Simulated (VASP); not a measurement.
Input of a VASP 6.6.1 run:

Contents of INCAR:

```
SYSTEM = MgS
PREC     = Accurate       ! precision mode
ENCUT    = 520            ! plane-wave cutoff, eV
EDIFF    = 1E-6           ! SCF threshold, eV
ISMEAR   = 0              ! smearing method
SIGMA    = 0.01           ! smearing width, eV
LREAL    = .FALSE.        ! projectors in reciprocal space
LASPH    = .TRUE.         ! aspherical terms in the spheres
NELM     = 60             ! most SCF steps
ALGO     = Normal         ! electronic algorithm
ISIF     = 2              ! what is computed and relaxed
LWAVE    = .FALSE.        ! write WAVECAR
LCHARG   = .FALSE.        ! write CHGCAR
NBANDS   = 11             ! bands
```

File KPOINTS:

```
regular mesh
0
G
  8 8 8
  0 0 0
```

File POSCAR:

```
MgS
1.0
    0.0000000000      2.4505819593      2.4505819593
    2.4505819593      0.0000000000      2.4505819593
    2.4505819593      2.4505819593      0.0000000000
Mg S
1 1
Direct
    0.0000000000      0.0000000000      0.0000000000
    0.5000000000      0.5000000000      0.5000000000
```

Potentials or basis: VASP PAW LDA potentials, release 64 (Mg, S).

Launch:

```bash
$ cat potpaw_LDA.64/Mg/POTCAR potpaw_LDA.64/S/POTCAR > POTCAR
$ mpirun -np 1 vasp_std > vasp.out
```

(1) What does it give for the band gap on the k mesh?

(2) Estimate the pressure.

Answers

(1) 2.92 eV, indirect (least direct gap 5.07 eV).

(2) 14.4 GPa.
